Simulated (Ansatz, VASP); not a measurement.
# KF: VASP beside Ansatz

```
CELL_PARAMETERS angstrom
3.26835 -0.17202 -0.17202
-0.17202 3.26835 -0.17202
-0.17202 -0.17202 3.26835
ATOMIC_POSITIONS crystal
K 0.00000 0.00000 0.00000
F 0.50000 0.50000 0.50000
```

Alike in both runs: task single point; functional PBEsol; k mesh 8 × 8 × 8; occupations gaussian, width 0.05 eV; no spin polarisation.

|  | VASP | Ansatz |
| --- | --- | --- |
| version | VASP 6.6.1 | Ansatz 0.2.0 |
| potentials or method | VASP PAW PBE potentials, release 64 (K_sv, F), cutoff 520 eV | scalar-relativistic, plane waves, PAW |
| valence electrons in the cell | 16 | 16 |

|  | VASP | Ansatz | Ansatz less VASP |
| --- | --- | --- | --- |
| gap on the k mesh at the Fermi level (eV) | 6.03 | 6.05 | +0.018 |
| least direct gap on the mesh (eV) | 6.03 | 6.05 | +0.018 |
| pressure (GPa) | -0.8 | -0.9 | -0.04 |
| traceless stress, the component that is largest in VASP (GPa) | 1.62 | 1.52 | -0.107 |

VASP's potentials were made for PBE, not for PBEsol. With one functional, cell and mesh, what is left measures potentials, basis and numerics.
